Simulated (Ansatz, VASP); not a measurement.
## Ga: VASP beside Ansatz

```
Ga
1.0
     3.11273    0.00000    0.00000
    -1.55636    2.69570    0.00000
     0.00000    0.00000    4.91324
Ga
2
Direct
  0.33333 0.66667 0.25000
  0.66667 0.33333 0.75000
```

Alike in both runs: task single point; functional PBE; k mesh 13 × 13 × 8; occupations fermi-dirac, width 0.1 eV; no spin polarisation.

|  | VASP | Ansatz |
| --- | --- | --- |
| version | VASP 6.6.1 | Ansatz 0.2.0 |
| potentials or method | VASP PAW PBE potentials, release 64 (Ga_d), cutoff 500 eV | plane waves (420 eV) with PAW, scalar-relativistic |
| valence electrons in the cell | 26 | 26 |

```csv
,VASP,Ansatz,Ansatz less VASP
pressure (GPa),-2.9,-2.9,-0.05
"traceless stress, the component that is largest in VASP (GPa)",-0.17,-0.17,-0.002
```
